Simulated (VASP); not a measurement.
## NaH: single point with r2SCAN

The system is NaH.

```
Na H
1.0
     0.00000    2.39751    2.30161
     2.39751    0.00000    2.30161
     2.39751    2.39751    0.00000
Na H
1 1
Direct
  0.00000 0.00000 0.00000
  0.50000 0.50000 0.50000
```

This cell differs from its parent crystal: uniaxial z strain -4.0%.

```yaml
Program: VASP 6.6.1
Task: single point
Functional: r2SCAN
Potentials_or_basis: VASP PAW PBE potentials, release 64 (Na_pv, H)
Cutoff: 520 eV
k_mesh: 10 × 10 × 10
Occupations: gaussian, width 0.01 eV
Spin: no spin polarisation
Dipole_correction: no
Further_INCAR_settings: ALGO = Normal; EDIFF = 1e-06; NBANDS = 11
```

```json
{
  "Pressure": "0.8 GPa",
  "Band gap on the k mesh": "4.46 eV (least direct gap 5.35 eV)"
}
```

Stress tensor (GPa, compression positive):
```
0.17 0.00 0.00
0.00 0.17 0.00
0.00 0.00 2.04
```

Levels at points of the mesh, in eV from the valence-band top:
```
           k point  band 1  band 2  band 3  band 4  band 5  band 6  band 7  band 8
(0.00, 0.00, 0.00)  -22.81  -22.81  -22.80   -3.76   11.98   16.76   16.76   16.98
(0.50, 0.00, 0.00)  -22.92  -22.83  -22.81   -0.89    4.46   12.11   13.98   14.61
(0.50, 0.50, 0.00)  -22.89  -22.85  -22.85   -0.08    5.68   10.64   11.42   11.42
(0.50, 0.00, 0.50)  -22.91  -22.84  -22.84   -0.28    5.13   11.09   11.97   11.99
```

It took 2.4 min on 1 thread of Intel Xeon 8259CL, on a shared host, peak memory 0.17 GiB.

Caveat: the cell differs from its parent crystal (uniaxial z strain -4.0%); the PAW data sets were made with another functional, which shifts forces and pressure a little. A k mesh can miss the band edges.
